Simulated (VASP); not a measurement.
# WC (P-6m2) in VASP: further runs

The runs below take WC through single point, with PBE.

Everything below comes from runs of VASP 6.6.1. Logs are shortened: lines on timing, memory, paths and dates and some standing lists are left out, and cuts for length are marked.

## (1) The cell of the first run

Symmetry: P-6m2, No. 187, hexagonal system. Conventional cell: a = 2.901 Å, b = 2.901 Å, c = 2.828 Å, α = 90.00°, β = 90.00°, γ = 120.00°. W (site symmetry -6m2) has 6 C at 2.19 Å and 2 W at 2.83 Å within 2.9 Å. C (site symmetry -6m2) has 6 W at 2.19 Å and 2 C at 2.83 Å within 2.9 Å.

## (2) Single point, PBE

Contents of INCAR:

```
PREC = Accurate
ENCUT = 910
EDIFF = 1E-6
ISMEAR = 0
SIGMA = 0.05
LREAL = False
LASPH = True
NELM = 120
ALGO = Normal
ISIF = 2
LWAVE = False
LCHARG = False
GGA = PE
NBANDS = 16
GGA_COMPAT = False
```

Contents of KPOINTS:

```
regular mesh
0
Gamma
  8 8 6
```

Contents of POSCAR:

```
WC
1.0
    2.9009900485      0.0000000000      0.0000000000
   -1.4504950242      2.5123310781      0.0000000000
    0.0000000000      0.0000000000      2.8280461283
W C
1 1
Direct
    0.0000000000      0.0000000000      0.0000000000
    0.6666666667      0.3333333333      0.5000000000
```

Potentials or basis: VASP PAW PBE potentials, release 64 (W_sv, C_h).

Launch:

```
> cat potpaw_PBE.64/W_sv/POTCAR potpaw_PBE.64/C_h/POTCAR > POTCAR
> mpirun -np 1 vasp_std > vasp.out
```

OUTCAR:

```text
PREC = Accurate
   ENCUT = 910
   EDIFF = 1E-6
   ISMEAR = 0
   LREAL = False
   LASPH = True
   NELM = 120
   ISIF = 2
   GGA = PE

 ion  position               nearest neighbor table
   1  0.000  0.000  0.000-   2 2.19   2 2.19   2 2.19   2 2.19   2 2.19   2 2.19
   2  0.667  0.333  0.500-   1 2.19   1 2.19   1 2.19   1 2.19   1 2.19   1 2.19

  LATTYP: Found a hexagonal cell.
 ALAT       =     2.9009900485
 C/A-ratio  =     0.9748555083

  Lattice vectors:

 A1 = (   2.9009900485,   0.0000000000,   0.0000000000)
 A2 = (  -1.4504950242,   2.5123310781,   0.0000000000)
 A3 = (   0.0000000000,   0.0000000000,   2.8280461283)

Analysis of symmetry for initial positions (statically):
=====================================================================
 Subroutine PRICEL returns:
 Original cell was already a primitive cell.

 Routine SETGRP: Setting up the symmetry group for a
 hexagonal supercell.

 Subroutine GETGRP returns: Found 12 space group operations
 (whereof 12 operations were pure point group operations)
 out of a pool of 24 trial point group operations.

The static configuration has the point symmetry D_3h.

Analysis of symmetry for dynamics (positions and initial velocities):
=====================================================================
 Subroutine PRICEL returns:
 Original cell was already a primitive cell.

 Routine SETGRP: Setting up the symmetry group for a
 hexagonal supercell.

 Subroutine GETGRP returns: Found 12 space group operations
 (whereof 12 operations were pure point group operations)
 out of a pool of 24 trial point group operations.

The dynamic configuration has the point symmetry D_3h.

 Subroutine INISYM returns: Found 12 space group operations
 (whereof 12 operations are pure point group operations),
 and found     1 'primitive' translations

----------------------------------------------------------------------------------------

                                     Primitive cell

  volume of cell :      20.6115

  direct lattice vectors                    reciprocal lattice vectors
     2.900990049  0.000000000  0.000000000     0.344709904  0.199018356  0.000000000
    -1.450495024  2.512331078  0.000000000     0.000000000  0.398036711  0.000000000
     0.000000000  0.000000000  2.828046128     0.000000000  0.000000000  0.353601022

  length of vectors
     2.900990049  2.900990048  2.828046128     0.398036711  0.398036711  0.353601022

  position of ions in fractional coordinates (direct lattice)
     0.000000000  0.000000000  0.000000000
     0.666666667  0.333333333  0.500000000

  ion indices of the primitive-cell ions
   primitive index   ion index
                 1           1
                 2           2

----------------------------------------------------------------------------------------

 KPOINTS: regular mesh

Automatic generation of k-mesh.
 Grid dimensions read from file:
 generate k-points for:    8    8    6

 Generating k-lattice:

  Cartesian coordinates                     Fractional coordinates (reciprocal lattice)
     0.043088738  0.024877294  0.000000000     0.125000000  0.000000000  0.000000000
     0.000000000  0.049754589  0.000000000     0.000000000  0.125000000  0.000000000
     0.000000000  0.000000000  0.058933504     0.000000000  0.000000000  0.166666667

  Length of vectors
     0.049754589  0.049754589  0.058933504

  Shift w.r.t. Gamma in fractional coordinates (k-lattice)
     0.000000000  0.000000000  0.000000000

 Subroutine IBZKPT returns following result:
 ===========================================

 Found     40 irreducible k-points:

 Following reciprocal coordinates:
            Coordinates               Weight
  0.000000  0.000000  0.000000      1.000000
  0.125000  0.000000  0.000000      6.000000
  0.250000  0.000000  0.000000      6.000000
  0.375000 -0.000000  0.000000      6.000000
  0.500000  0.000000  0.000000      3.000000
  0.125000  0.125000  0.000000      6.000000
[... 16 lines left out ...]
  0.250000  0.000000  0.333333     12.000000
  0.375000 -0.000000  0.333333     12.000000
 [... further k-points ...]
   k-points           NKPTS =     40   k-points in BZ     NKDIM =     40   number of bands    NBANDS=     16
   number of dos      NEDOS =    301   number of ions     NIONS =      2
   total plane-waves  NPLWV =  25200
   dimension x,y,z NGX =    30 NGY =   30 NGZ =   28
   dimension x,y,z NGXF=    60 NGYF=   60 NGZF=   56
   ions per type =               1   1
   NGX,Y,Z   is equivalent  to a cutoff of  17.19, 17.19, 16.46 a.u.
   NGXF,Y,Z  is equivalent  to a cutoff of  34.38, 34.38, 32.92 a.u.
 SYSTEM =  unknown system
   PREC   = accura    normal or accurate (medium, high low for compatibility)
   ISTART =      0    job   : 0-new  1-cont  2-samecut
   ICHARG =      2    charge: 1-file 2-atom 10-const
   ISPIN  =      1    spin polarized calculation?
   LNONCOLLINEAR =      F non collinear calculations
   LSORBIT =      F    spin-orbit coupling
   LASPH  =      T    aspherical Exc in radial PAW
   ENCUT  =  910.0 eV  66.88 Ry    8.18 a.u.   7.14  7.14  6.96*2*pi/ulx,y,z
   NELM   =    120;   NELMIN=  2; NELMDL= -5     # of ELM steps
   EDIFF  = 0.1E-05   stopping-criterion for ELM
   LREAL  =      F    real-space projection
   EDIFFG = 0.1E-04   stopping-criterion for IOM
   NSW    =      0    number of steps for IOM
   IBRION =     -1    ionic relax: 0-MD 1-quasi-New 2-CG
   NFREE  =      0    steps in history (QN), initial steepest desc. (CG)
   ISIF   =      2    stress and relaxation
   ISYM   =      2    0-nonsym 1-usesym 2-fastsym
   POTIM  = 0.5000    time-step for ionic-motion
   TEBEG  =    0.0;   TEEND  =   0.0 temperature during run
   PSTRESS=    0.0 pullay stress
   NELECT =      18.0000    total number of electrons
   NUPDOWN=      -1.0000    fix difference up-down
   EMIN   =  10.00;   EMAX   =-10.00  energy-range for DOS
   EFERMI =   0.00;   METHOD = LEGACY
   ISMEAR =     0;   SIGMA  =   0.05  broadening in eV -4-tet -1-fermi 0-gaus
   EFERMI_NEDOS =   21; number of points for ismear=-14 and -15
   IALGO  =     38    algorithm
   IMIX   =      4    mixing-type and parameters
     AMIX     =   0.40;   BMIX     =  1.00
     AMIX_MAG =   1.60;   BMIX_MAG =  1.00
  volume/ion in A,a.u.               =      10.31        69.55
  Fermi-wavevector in a.u.,A,eV,Ry     =   1.564813  2.957068 33.315769  2.448640
  Thomas-Fermi vector in A             =   2.667381
   LORBIT       =      0    0 simple, 1 ext, 2 COOP (PROOUT), +10 PAW based schemes
   GGA     = PE    functional components
   LHFCALC =     F    Hartree Fock is set to
   AEXX    =    0.0000 exact exchange contribution
   IVDW    =     0    specifies the selected vdW correction
   LEPSILON=     F    determine dielectric tensor
   LRPA    =     F    only Hartree local field effects (RPA)
 non-spin polarized calculation
 Gauss-broadening in eV      SIGMA  =   0.05
  energy-cutoff  :      910.00
  volume of cell :       20.61
 maximum number of plane-waves:      1310
 NGX is ok and might be reduce to    30
   NGX = 15   NGY = 15   NGZ = 13

 number of electron      18.0000001 magnetization

 Free energy of the ion-electron system (eV)
  ---------------------------------------------------
  ext. energy  EPLUGINS =         0.00000000
  ---------------------------------------------------
  free energy    TOTEN  =       -22.44056879 eV

  energy without entropy =      -22.43984571  energy(sigma->0) =      -22.44020725

 E-fermi :  11.5895     XC(G=0): -13.8726

 val. band max:       11.4504043004   @ k =   0.1250   0.0000   0.5000
 cond. band min:      11.6018262795   @ k =   0.0000   0.0000   0.0000
 fundamental gap:      0.1514219791
 Fermi energy:        11.5895437852

 k-point     1 :       0.0000    0.0000    0.0000
  band No.  band energies     occupation
      1     -62.4705      2.00000
      2     -26.4595      2.00000
      3     -26.3440      2.00000
      4     -26.3440      2.00000
      5      -2.9980      2.00000
      6       7.1605      2.00000
[... 8 lines left out ...]
     15      25.9304      0.00000
     16      28.2967      0.00000

 k-point     2 :       0.1250    0.0000    0.0000
  band No.  band energies     occupation
      1     -62.4617      2.00000
      2     -26.4719      2.00000
      3     -26.4430      2.00000
      4     -26.3730      2.00000
      5      -2.5927      2.00000
      6       7.1008      2.00000
[... 8 lines left out ...]
     15      25.3523      0.00000
     16      29.1401      0.00000

 k-point     3 :       0.2500    0.0000    0.0000
  band No.  band energies     occupation
      1     -62.4406      2.00000
      2     -26.7712      2.00000
      3     -26.4423      2.00000
      4     -26.4029      2.00000
      5      -1.5352      2.00000
      6       5.9499      2.00000
[... 8 lines left out ...]
     15      25.6026      0.00000
     16      29.8650      0.00000

 k-point     4 :       0.3750   -0.0000    0.0000
  band No.  band energies     occupation
      1     -62.4194      2.00000
      2     -27.0583      2.00000
      3     -26.5107      2.00000
      4     -26.3625      2.00000
      5      -0.2769      2.00000
      6       4.8818      2.00000
[... 8 lines left out ...]
     15      26.0877      0.00000
     16      28.3832      0.00000
[... 324 lines left out ...]
 k-point    22 :       0.1250    0.0000    0.3333
  band No.  band energies     occupation
      1     -62.4300      2.00000
      2     -27.0173      2.00000
      3     -26.4135      2.00000
      4     -26.3193      2.00000
      5      -0.4122      2.00000
      6       4.9204      2.00000
[... 8 lines left out ...]
     15      26.4974      0.00000
     16      29.4942      0.00000

 k-point    23 :       0.2500    0.0000    0.3333
  band No.  band energies     occupation
      1     -62.4092      2.00000
      2     -26.9612      2.00000
      3     -26.6989      2.00000
      4     -26.3853      2.00000
      5      -0.0100      2.00000
      6       5.1565      2.00000
[... 8 lines left out ...]
     15      25.5859      0.00000
     16      29.2114      0.00000

 k-point    24 :       0.3750   -0.0000    0.3333
  band No.  band energies     occupation
      1     -62.3883      2.00000
      2     -26.9767      2.00000
      3     -26.9014      2.00000
      4     -26.4504      2.00000
      5       0.2769      2.00000
      6       4.7640      2.00000
[... 8 lines left out ...]
     15      25.6079      0.00000
     16      28.8142      0.00000

 [... further k-points ...]
[... 5 lines left out ...]
  --------------------------------------------------------------------------------------
  -------------------------------------------------------------------------------------
  Total        1.2629424      1.2629424      1.1756539      0.0000000     -0.0000000      0.0000000
  in kB       98.1712968     98.1712968     91.3861687      0.0000000     -0.0000000      0.0000000
  external PRESSURE =      95.9095875 kB  Pullay stress =       0.0000000 kB

 VOLUME and BASIS-vectors are now :
 -----------------------------------------------------------------------------
  energy-cutoff  :      910.00
  volume of cell :       20.61
      direct lattice vectors                 reciprocal lattice vectors
     2.900990049  0.000000000  0.000000000     0.344709904  0.199018356  0.000000000
    -1.450495024  2.512331078  0.000000000     0.000000000  0.398036711  0.000000000
     0.000000000  0.000000000  2.828046128     0.000000000  0.000000000  0.353601022

 POSITION                                       TOTAL-FORCE (eV/Angst)
 -----------------------------------------------------------------------------------
      0.00000      0.00000      0.00000         0.000000     -0.000000      0.000000
      1.45050      0.83744      1.41402        -0.000000      0.000000      0.000000
 -----------------------------------------------------------------------------------
    total drift:                               -0.000000      0.000000      0.000000

  FREE ENERGIE OF THE ION-ELECTRON SYSTEM (eV)
  ---------------------------------------------------
  free  energy   TOTEN  =       -22.4405687876 eV

  energy  without entropy=      -22.4398457064  energy(sigma->0) =      -22.44020725
```

Run time: 36 s. Hardware: 1 thread of AMD EPYC 7R13 (Zen 3), shared host; peak memory 0.16 GiB.

What came out:

| Item | Value |
| --- | --- |
| Free energy | -22.4406 eV |
| Pressure | 9.6 GPa |
| Band gap on the k mesh | zero (band 9 reaches 11.94 eV, above the bottom of band 10 at 10.93 eV) |

Levels at points of the mesh, in eV from the Fermi level:
| k point | band 5 | band 6 | band 7 | band 8 | band 9 | band 10 | band 11 | band 12 | band 13 | band 14 |
| --- | --- | --- | --- | --- | --- | --- | --- | --- | --- | --- |
| (0.00, 0.00, 0.00) | -14.59 | -4.43 | -3.45 | -3.45 | 0.01 | 3.19 | 3.19 | 5.58 | 5.58 | 6.34 |
| (0.50, 0.00, 0.00) | -11.22 | -7.15 | -3.72 | -3.68 | -0.57 | 2.29 | 4.50 | 4.85 | 6.82 | 9.66 |
| (0.00, 0.00, 0.50) | -10.52 | -8.77 | -2.13 | -2.13 | -0.66 | -0.66 | 3.63 | 4.45 | 4.45 | 9.94 |
| (0.50, 0.00, 0.50) | -11.43 | -6.58 | -4.44 | -4.29 | 0.22 | 4.40 | 5.29 | 6.62 | 9.17 | 10.17 |

Caveat: the k points lie up to 0.37 Å⁻¹ apart; the cutoff is under 1.25 times the usual one of these potentials, so pressure, stress and relaxed cells hold a basis-set (Pulay) error; spin-orbit coupling is left out, which moves the levels of the heavy elements.

## (3) Single point, PBE

Contents of INCAR:

```
PREC     = Accurate       # precision mode
ENCUT    = 910            # plane-wave cutoff, eV
EDIFF    = 1E-6           # SCF threshold, eV
ISMEAR   = 0              # smearing method
SIGMA    = 0.05           # smearing width, eV
LREAL    = False          # projectors in reciprocal space
LASPH    = True           # aspherical terms in the spheres
NELM     = 120            # most SCF steps
ALGO     = Normal         # electronic algorithm
ISIF     = 2              # what is computed and relaxed
LWAVE    = False          # write WAVECAR
LCHARG   = False          # write CHGCAR
GGA      = PE             # functional
NBANDS   = 16             # bands
GGA_COMPAT= False
```

Contents of KPOINTS:

```
regular mesh
0
Gamma
  10 10 8
```

POSCAR is that of step 2.

Potentials or basis: VASP PAW PBE potentials, release 64 (W_sv, C_h).

Launch:

```
> cat potpaw_PBE.64/W_sv/POTCAR potpaw_PBE.64/C_h/POTCAR > POTCAR
> mpirun -np 1 vasp_std > vasp.out
```

Run time: 18 s. Hardware: 1 thread of Intel Xeon 6975P-C (Granite Rapids), shared host; peak memory 0.2 GiB.

The run converged. Its results:

* Free energy: -22.4461 eV
* Pressure: 9.5 GPa
* Band gap on the k mesh: zero (band 9 reaches 12.15 eV, above the bottom of band 10 at 10.93 eV)

Stress tensor (GPa, compression positive):
```
9.41 0.00 0.00
0.00 9.41 0.00
0.00 0.00 9.68
```

Levels at points of the mesh, in eV from the Fermi level:
```tsv
k point	band 5	band 6	band 7	band 8	band 9	band 10	band 11	band 12	band 13	band 14
(0.00, 0.00, 0.00)	-14.52	-4.36	-3.38	-3.38	0.08	3.26	3.26	5.66	5.66	6.41
(0.50, 0.00, 0.00)	-11.15	-7.08	-3.65	-3.61	-0.49	2.36	4.56	4.91	6.89	9.72
(0.00, 0.00, 0.50)	-10.44	-8.70	-2.06	-2.06	-0.59	-0.59	3.71	4.52	4.52	10.01
(0.50, 0.00, 0.50)	-11.36	-6.51	-4.37	-4.22	0.29	4.47	5.36	6.69	9.24	10.24
```

Caveat: the cutoff is under 1.25 times the usual one of these potentials, so pressure, stress and relaxed cells hold a basis-set (Pulay) error; spin-orbit coupling is left out, which moves the levels of the heavy elements.
